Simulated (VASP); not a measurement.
# AlN (Cm) in VASP: further runs

The runs below take AlN through single point, with PBE.

All numbers are computed with VASP 6.6.1; they aren't measurements. Logs are shortened: lines on timing, memory, paths and dates and some standing lists are left out, and cuts for length are marked.

### Step 1. The cell of the first run

It takes space group Cm (No. 8, monoclinic). The conventional cell has a = 6.226 Å, b = 6.226 Å, c = 4.403 Å, α = 90.00°, β = 90.00°, γ = 90.00°. Within 1.7 Å of Al (site symmetry m) lie 1 N at 1.26 Å. Al (site symmetry 1) has 4 N at 1.91 Å within 2.5 Å. Within 2.5 Å of Al (site symmetry m) lie 4 N at 1.91 Å and 1 Al at 2.50 Å. N (site symmetry m) has 1 Al at 1.26 Å within 1.7 Å. N (site symmetry 1) has 4 Al at 1.91 to 2.16 Å within 2.5 Å. N (site symmetry m) has 4 Al at 1.91 to 2.35 Å within 2.5 Å.

### Step 2. Single point, PBE (atom 1 (Al) moved by -0.630 Å along [1 1 0] and +0.252 Å along [0 0 1])

INCAR

```
SYSTEM = AlN
ALGO = Normal
EDIFF = 1E-6
ENCUT = 520
GGA = PE
ISIF = 2
ISMEAR = 0
LASPH = .TRUE.
LCHARG = .TRUE.
LELF = .TRUE.
LREAL = .FALSE.
LVHAR = .TRUE.
LWAVE = .FALSE.
NBANDS = 26
NELM = 80
PREC = Accurate
SIGMA = 0.05
```

KPOINTS

```
k-points
0
G
  6 6 6
  0 0 0
```

POSCAR

```
AlN
1.0
    4.4025164325      0.0000000000      0.0000000000
    0.0000000000     -4.4025164325      0.0000000000
    0.0000000000      0.0000000000     -4.4025164325
Al N
4 4
Direct
   -0.1011869641     -0.0572399908     -0.1011869641
    0.5000000000      0.5000000000      0.0000000000
    0.5000000000      0.0000000000      0.5000000000
    0.0000000000      0.5000000000      0.5000000000
    0.7500000000      0.7500000000      0.7500000000
    0.2500000000      0.2500000000      0.7500000000
    0.2500000000      0.7500000000      0.2500000000
    0.7500000000      0.2500000000      0.2500000000
```

Potentials or basis: VASP PAW PBE potentials, release 64 (Al, N).

Started as:

```console
> cat potpaw_PBE.64/Al/POTCAR potpaw_PBE.64/N/POTCAR > POTCAR
> mpirun -np 1 vasp_std > vasp.out
```

OUTCAR:

```text
SYSTEM = AlN
   EDIFF = 1E-6
   ENCUT = 520
   GGA = PE
   ISIF = 2
   ISMEAR = 0
   LASPH = .TRUE.
   LREAL = .FALSE.
   NELM = 80
   PREC = Accurate

 ion  position               nearest neighbor table
   1  0.899  0.943  0.899-   5 1.26   6 2.16   8 2.16   7 2.35   3 2.50   2 2.66   4 2.66   4 3.05
                             2 3.05   3 3.19   3 3.19   4 3.32   2 3.32
   2  0.500  0.500  0.000-   5 1.91   6 1.91   7 1.91   8 1.91   1 2.66   1 3.05   4 3.11   3 3.11
                             4 3.11   3 3.11   3 3.11   3 3.11   4 3.11   4 3.11   1 3.32
   3  0.500  0.000  0.500-   5 1.91   6 1.91   7 1.91   8 1.91   1 2.50   2 3.11   4 3.11   2 3.11
                             2 3.11   4 3.11   2 3.11   4 3.11   4 3.11   1 3.19   1 3.19
   4  0.000  0.500  0.500-   5 1.91   6 1.91   7 1.91   8 1.91   1 2.66   1 3.05   3 3.11   2 3.11
                             2 3.11   3 3.11   2 3.11   3 3.11   2 3.11   3 3.11   1 3.32
   5  0.750  0.750  0.750-   1 1.26   2 1.91   3 1.91   4 1.91
   6  0.250  0.250  0.750-   2 1.91   3 1.91   4 1.91   1 2.16
   7  0.250  0.750  0.250-   2 1.91   3 1.91   4 1.91   1 2.35
   8  0.750  0.250  0.250-   2 1.91   3 1.91   4 1.91   1 2.16

 -----------------------------------------------------------------------------
|                                                                             |
|           W    W    AA    RRRRR   N    N  II  N    N   GGGG   !!!           |
|           W    W   A  A   R    R  NN   N  II  NN   N  G    G  !!!           |
|           W    W  A    A  R    R  N N  N  II  N N  N  G       !!!           |
|           W WW W  AAAAAA  RRRRR   N  N N  II  N  N N  G  GGG   !            |
|           WW  WW  A    A  R   R   N   NN  II  N   NN  G    G                |
|           W    W  A    A  R    R  N    N  II  N    N   GGGG   !!!           |
|                                                                             |
|     The distance between some ions is very small. Please check the          |
|     nearest-neighbor list in the OUTCAR file.                               |
|     I HOPE YOU KNOW WHAT YOU ARE DOING!                                     |
|                                                                             |
 -----------------------------------------------------------------------------

  LATTYP: Found a simple cubic cell.
 ALAT       =     4.4025164325

  Lattice vectors:

 A1 = (   4.4025164325,   0.0000000000,   0.0000000000)
 A2 = (   0.0000000000,  -4.4025164325,   0.0000000000)
 A3 = (   0.0000000000,   0.0000000000,  -4.4025164325)

Analysis of symmetry for initial positions (statically):
=====================================================================
 Subroutine PRICEL returns:
 Original cell was already a primitive cell.

 Routine SETGRP: Setting up the symmetry group for a
 simple cubic supercell.

 Subroutine GETGRP returns: Found  2 space group operations
 (whereof  2 operations were pure point group operations)
 out of a pool of 48 trial point group operations.

The static configuration has the point symmetry C_1h.

Analysis of symmetry for dynamics (positions and initial velocities):
=====================================================================
 Subroutine PRICEL returns:
 Original cell was already a primitive cell.

 Routine SETGRP: Setting up the symmetry group for a
 simple cubic supercell.

 Subroutine GETGRP returns: Found  2 space group operations
 (whereof  2 operations were pure point group operations)
 out of a pool of 48 trial point group operations.

The dynamic configuration has the point symmetry C_1h.

 Subroutine INISYM returns: Found  2 space group operations
 (whereof  2 operations are pure point group operations),
 and found     1 'primitive' translations

----------------------------------------------------------------------------------------

                                     Primitive cell

  volume of cell :      85.3302

  direct lattice vectors                    reciprocal lattice vectors
     4.402516432  0.000000000  0.000000000     0.227142821  0.000000000  0.000000000
     0.000000000 -4.402516432  0.000000000     0.000000000 -0.227142821  0.000000000
     0.000000000  0.000000000 -4.402516432     0.000000000  0.000000000 -0.227142821

  length of vectors
     4.402516432  4.402516432  4.402516432     0.227142821  0.227142821  0.227142821

  position of ions in fractional coordinates (direct lattice)
     0.898813036  0.942760009  0.898813036
     0.500000000  0.500000000  0.000000000
     0.500000000  0.000000000  0.500000000
     0.000000000  0.500000000  0.500000000
     0.750000000  0.750000000  0.750000000
     0.250000000  0.250000000  0.750000000
     0.250000000  0.750000000  0.250000000
     0.750000000  0.250000000  0.250000000

  ion indices of the primitive-cell ions
   primitive index   ion index
                 1           1
                 2           2
                 3           3
                 4           4
                 5           5
                 6           6
                 7           7
                 8           8

----------------------------------------------------------------------------------------

 KPOINTS: k-points

Automatic generation of k-mesh.
 Grid dimensions read from file:
 generate k-points for:    6    6    6

 Generating k-lattice:

  Cartesian coordinates                     Fractional coordinates (reciprocal lattice)
     0.037857137  0.000000000  0.000000000     0.166666667  0.000000000  0.000000000
     0.000000000 -0.037857137  0.000000000     0.000000000  0.166666667  0.000000000
     0.000000000  0.000000000 -0.037857137     0.000000000  0.000000000  0.166666667

  Length of vectors
     0.037857137  0.037857137  0.037857137

  Shift w.r.t. Gamma in fractional coordinates (k-lattice)
     0.000000000  0.000000000  0.000000000

 Subroutine IBZKPT returns following result:
 ===========================================

 Found     68 irreducible k-points:

 Following reciprocal coordinates:
            Coordinates               Weight
  0.000000  0.000000  0.000000      1.000000
  0.166667  0.000000  0.000000      4.000000
  0.000000  0.166667  0.000000      2.000000
  0.333333  0.000000  0.000000      4.000000
  0.000000  0.333333  0.000000      2.000000
  0.500000  0.000000  0.000000      2.000000
[... 16 lines left out ...]
 -0.333333  0.333333  0.000000      4.000000
 -0.333333  0.000000  0.333333      2.000000
 [... further k-points ...]
   k-points           NKPTS =     68   k-points in BZ     NKDIM =     68   number of bands    NBANDS=     26
   number of dos      NEDOS =    301   number of ions     NIONS =      8
   total plane-waves  NPLWV =  46656
   dimension x,y,z NGX =    36 NGY =   36 NGZ =   36
   dimension x,y,z NGXF=    72 NGYF=   72 NGZF=   72
   ions per type =               4   4
   NGX,Y,Z   is equivalent  to a cutoff of  13.59, 13.59, 13.59 a.u.
   NGXF,Y,Z  is equivalent  to a cutoff of  27.19, 27.19, 27.19 a.u.
 SYSTEM =  AlN
   PREC   = accura    normal or accurate (medium, high low for compatibility)
   ISTART =      0    job   : 0-new  1-cont  2-samecut
   ICHARG =      2    charge: 1-file 2-atom 10-const
   ISPIN  =      1    spin polarized calculation?
   LNONCOLLINEAR =      F non collinear calculations
   LSORBIT =      F    spin-orbit coupling
   LASPH  =      T    aspherical Exc in radial PAW
   ENCUT  =  520.0 eV  38.22 Ry    6.18 a.u.   8.19  8.19  8.19*2*pi/ulx,y,z
   NELM   =     80;   NELMIN=  2; NELMDL= -5     # of ELM steps
   EDIFF  = 0.1E-05   stopping-criterion for ELM
   LREAL  =      F    real-space projection
   EDIFFG = 0.1E-04   stopping-criterion for IOM
   NSW    =      0    number of steps for IOM
   IBRION =     -1    ionic relax: 0-MD 1-quasi-New 2-CG
   NFREE  =      0    steps in history (QN), initial steepest desc. (CG)
   ISIF   =      2    stress and relaxation
   ISYM   =      2    0-nonsym 1-usesym 2-fastsym
   POTIM  = 0.5000    time-step for ionic-motion
   TEBEG  =    0.0;   TEEND  =   0.0 temperature during run
   PSTRESS=    0.0 pullay stress
   NELECT =      32.0000    total number of electrons
   NUPDOWN=      -1.0000    fix difference up-down
   EMIN   =  10.00;   EMAX   =-10.00  energy-range for DOS
   EFERMI =   0.00;   METHOD = LEGACY
   ISMEAR =     0;   SIGMA  =   0.05  broadening in eV -4-tet -1-fermi 0-gaus
   EFERMI_NEDOS =   21; number of points for ismear=-14 and -15
   IALGO  =     38    algorithm
   IMIX   =      4    mixing-type and parameters
     AMIX     =   0.40;   BMIX     =  1.00
     AMIX_MAG =   1.60;   BMIX_MAG =  1.00
  volume/ion in A,a.u.               =      10.67        71.98
  Fermi-wavevector in a.u.,A,eV,Ry     =   1.180567  2.230947 18.962951  1.393738
  Thomas-Fermi vector in A             =   2.316857
   LORBIT       =      0    0 simple, 1 ext, 2 COOP (PROOUT), +10 PAW based schemes
   GGA     = PE    functional components
   LHFCALC =     F    Hartree Fock is set to
   AEXX    =    0.0000 exact exchange contribution
   IVDW    =     0    specifies the selected vdW correction
   LEPSILON=     F    determine dielectric tensor
   LRPA    =     F    only Hartree local field effects (RPA)
 non-spin polarized calculation
 Gauss-broadening in eV      SIGMA  =   0.05
  energy-cutoff  :      520.00
  volume of cell :       85.33
 maximum number of plane-waves:      2325
 NGX is ok and might be reduce to    36
   NGX = 17   NGY = 17   NGZ = 17

 number of electron      31.9999997 magnetization

 Free energy of the ion-electron system (eV)
  ---------------------------------------------------
  ext. energy  EPLUGINS =         0.00000000
  ---------------------------------------------------
  free energy    TOTEN  =       -48.59807860 eV

  energy without entropy =      -48.59807860  energy(sigma->0) =      -48.59807860

 E-fermi :   6.8469     XC(G=0): -10.8007

 val. band max:        6.6205211202   @ k =   0.5000   0.5000   0.5000
 cond. band min:       7.7467773498   @ k =   0.0000   0.0000   0.0000
 fundamental gap:      1.1262562296
 Fermi energy:         6.8468985432

 k-point     1 :       0.0000    0.0000    0.0000
  band No.  band energies     occupation
      1      -9.9006      2.00000
      2      -7.3484      2.00000
      3      -6.1016      2.00000
      4      -5.7813      2.00000
      5      -0.0233      2.00000
      6       0.0040      2.00000
[... 18 lines left out ...]
     25      18.2000      0.00000
     26      18.3135      0.00000

 k-point     2 :       0.1667    0.0000    0.0000
  band No.  band energies     occupation
      1      -9.8274      2.00000
      2      -7.3547      2.00000
      3      -6.2307      2.00000
      4      -5.8004      2.00000
      5       0.0778      2.00000
      6       0.1698      2.00000
[... 18 lines left out ...]
     25      17.9238      0.00000
     26      18.3584      0.00000

 k-point     3 :       0.0000    0.1667    0.0000
  band No.  band energies     occupation
      1      -9.8209      2.00000
      2      -7.3979      2.00000
      3      -6.0867      2.00000
      4      -5.9098      2.00000
      5       0.1140      2.00000
      6       0.1390      2.00000
[... 572 lines left out ...]
 k-point    23 :      -0.3333    0.3333    0.0000
  band No.  band energies     occupation
      1      -9.4782      2.00000
      2      -7.3014      2.00000
      3      -6.5208      2.00000
      4      -6.1452      2.00000
      5       0.2525      2.00000
      6       0.4631      2.00000
[... 18 lines left out ...]
     25      16.4091      0.00000
     26      16.7594      0.00000

 k-point    24 :      -0.3333    0.0000    0.3333
  band No.  band energies     occupation
      1      -9.4915      2.00000
      2      -7.2250      2.00000
      3      -6.6642      2.00000
      4      -6.0514      2.00000
      5       0.3132      2.00000
      6       0.4875      2.00000
[... 18 lines left out ...]
     25      16.2574      0.00000
     26      16.5685      0.00000

 [... further k-points ...]

------------------------ aborting loop because EDIFF is reached ----------------------------------------

  FORCE on cell =-STRESS in cart. coord.  units (eV):
  Direction    XX          YY          ZZ          XY          YZ          ZX
  --------------------------------------------------------------------------------------
  -------------------------------------------------------------------------------------
  Total       13.4785409     25.1956126     13.4785409    -19.1586747     19.1586745    -15.9141592
  in kB      253.0757338    473.0777771    253.0757338   -359.7270446    359.7270407   -298.8073825
  external PRESSURE =     326.4097482 kB  Pullay stress =       0.0000000 kB

 VOLUME and BASIS-vectors are now :
 -----------------------------------------------------------------------------
  energy-cutoff  :      520.00
  volume of cell :       85.33
      direct lattice vectors                 reciprocal lattice vectors
     4.402516432  0.000000000  0.000000000     0.227142821  0.000000000  0.000000000
     0.000000000 -4.402516432  0.000000000     0.000000000 -0.227142821  0.000000000
     0.000000000  0.000000000 -4.402516432     0.000000000  0.000000000 -0.227142821

 POSITION                                       TOTAL-FORCE (eV/Angst)
 -----------------------------------------------------------------------------------
      3.95704     -4.15052     -3.95704        28.214123    -33.575284    -28.214123
      2.20126     -2.20126      0.00000        -1.830656      1.103512     -1.190881
      2.20126      0.00000     -2.20126        -2.292340     -0.576981      2.292340
      0.00000     -2.20126     -2.20126         1.190881      1.103512      1.830656
      3.30189     -3.30189     -3.30189       -23.747059     30.328699     23.747059
      1.10063     -1.10063     -3.30189        -0.826718      0.699695      0.296863
      1.10063     -3.30189     -1.10063        -0.411368      0.217152      0.411368
      3.30189     -1.10063     -1.10063        -0.296863      0.699695      0.826718
 -----------------------------------------------------------------------------------
    total drift:                               -0.000141      0.000231      0.000141

  FREE ENERGIE OF THE ION-ELECTRON SYSTEM (eV)
  ---------------------------------------------------
  free  energy   TOTEN  =       -48.5980786009 eV

  energy  without entropy=      -48.5980786009  energy(sigma->0) =      -48.59807860
```

Wall time 72 s (1 thread of Intel Xeon 6975P-C (Granite Rapids), shared host); peak memory 0.26 GiB.

What came out:

```yaml
Free_energy: -48.5981 eV
Pressure: 32.6 GPa
Largest_force: 52.148 eV/Å
Band_gap_on_the_k_mesh: 1.13 eV, indirect (least direct gap 1.29 eV)
```

Forces in eV/Å, atoms in the order of the input:
```
Al   28.214 -33.575 -28.214
Al   -1.831   1.104  -1.191
Al   -2.292  -0.577   2.292
Al    1.191   1.104   1.831
N   -23.747  30.329  23.747
N    -0.827   0.700   0.297
N    -0.411   0.217   0.411
N    -0.297   0.700   0.827
```

Caveat: the cell differs from its parent crystal (atom 1 (Al) moved by -0.630 Å along [1 1 0] and +0.252 Å along [0 0 1]); forces of over 1 eV/Å act on the atoms, so gaps and moduli don't describe the material at rest. A k mesh can miss the band edges.

### Step 3. Single point, PBE (atom 1 (Al) moved by -0.630 Å along [1 1 0] and +0.000 Å along [0 0 1])

INCAR

```
PREC = Accurate
ENCUT = 520
EDIFF = 1E-6
ISMEAR = 0
SIGMA = 0.05
LREAL = False
LASPH = True
NELM = 60
ALGO = Normal
ISIF = 2
LWAVE = False
LCHARG = False
GGA = PE
NBANDS = 26
```

KPOINTS

```
regular mesh
0
Gamma
  6 6 6
```

Changes to POSCAR since step 2:

```diff
@@ -8,3 +8,3 @@
 Direct
-   -0.1011869641     -0.0572399908     -0.1011869641
+   -0.1011869641      0.0000000000     -0.1011869641
     0.5000000000      0.5000000000      0.0000000000
```

Potentials or basis: VASP PAW PBE potentials, release 64 (Al, N).

Started as:

```console
> cat potpaw_PBE.64/Al/POTCAR potpaw_PBE.64/N/POTCAR > POTCAR
> mpirun -np 1 vasp_std > vasp.out
```

Wall time 66 s (1 thread of Intel Xeon 6975P-C (Granite Rapids), shared host); peak memory 0.26 GiB.

Results (log left out):

| Item | Value |
| --- | --- |
| Free energy | -54.5168 eV |
| Pressure | 15.2 GPa |
| Largest force | 23.009 eV/Å |
| Band gap on the k mesh | 0.15 eV, indirect (least direct gap 0.27 eV) |

Forces on the atoms (eV/Å):
```
Al   12.763 -14.269 -12.763
Al   -1.868  -0.207  -1.377
Al   -2.561   0.279   2.561
Al    1.377  -0.207   1.868
N    -8.543  13.458   8.543
N    -0.804   0.385   0.292
N    -0.071   0.178   0.071
N    -0.292   0.385   0.804
```

Stress tensor (GPa, compression positive):
```
  7.75 -15.12 -12.39
-15.12  30.04  15.12
-12.39  15.12   7.75
```

Levels at points of the mesh, in eV from the valence-band top:
| k point | band 13 | band 14 | band 15 | band 16 | band 17 | band 18 | band 19 | band 20 |
| --- | --- | --- | --- | --- | --- | --- | --- | --- |
| (0.00, 0.00, 0.00) | -2.37 | -0.93 | -0.80 | -0.12 | 0.15 | 2.55 | 2.61 | 3.92 |
| (0.50, 0.00, 0.00) | -2.82 | -2.51 | -1.35 | -0.75 | 2.89 | 4.80 | 5.19 | 6.16 |
| (0.00, 0.50, 0.00) | -1.96 | -1.89 | -1.66 | -1.21 | 2.36 | 4.84 | 5.18 | 6.25 |
| (0.50, 0.50, 0.00) | -2.40 | -2.07 | -1.04 | -0.32 | 4.24 | 6.44 | 6.72 | 7.02 |
| (0.50, 0.00, 0.50) | -1.97 | -1.62 | -1.01 | -1.00 | 4.55 | 6.46 | 6.68 | 7.15 |
| (0.50, 0.50, 0.50) | -1.10 | -0.86 | -0.86 | 0.00 | 4.76 | 5.37 | 5.86 | 6.18 |

Caveat: the cell differs from its parent crystal (atom 1 (Al) moved by -0.630 Å along [1 1 0] and +0.000 Å along [0 0 1]); forces of over 1 eV/Å act on the atoms, so gaps and moduli don't describe the material at rest.

(Continued in part 2 of 2.)
